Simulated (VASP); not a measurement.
Here is a VASP 6.6.1 calculation.

The input INCAR:

```
SYSTEM = Cd
  PREC = Accurate
  ENCUT = 520
  EDIFF = 1E-6
  ISMEAR = -1
  SIGMA = 0.1
  LREAL = .FALSE.
  LASPH = .TRUE.
  NELM = 60
  ALGO = Normal
  ISIF = 2
  LWAVE = .FALSE.
  LCHARG = .FALSE.
  GGA = PS
  IVDW = 12
  NBANDS = 19
```

Contents of KPOINTS:

```
regular mesh
0
G
  7 7 3
  0 0 0
```

File POSCAR:

```
Cd
1.0
    2.8045006832      0.0000000000      0.0000000000
   -1.4022503416      2.4287688366      0.0000000000
    0.0000000000      0.0000000000      4.9232522686
Cd
2
Direct
    0.3333333333      0.6666666667      0.2500000000
    0.6666666667      0.3333333333      0.7500000000
```

Potentials or basis: VASP PAW PBE potentials, release 64 (Cd).

Launch:

```console
$ cat potpaw_PBE.64/Cd/POTCAR > POTCAR
$ mpirun -np 1 vasp_std > vasp.out
```

Task: What does it give for the dispersion energy per atom?

Result: -0.538 eV.

Task: Predict the pressure.

Result: 20.0 GPa.

Task: Estimate the band gap on the k mesh.

Result: Zero (band 12 reaches 6.01 eV, above the bottom of band 13 at 3.10 eV).

Stress tensor (GPa, compression positive):
```
20.10  0.00  0.00
 0.00 20.10  0.00
 0.00  0.00 19.82
```

Caveat: the k points lie up to 0.43 Å⁻¹ apart; three body term missing; the PAW data sets were made with another functional, which shifts forces and pressure a little; pairwise dispersion overbinds metals, which lowers pressure and volume.
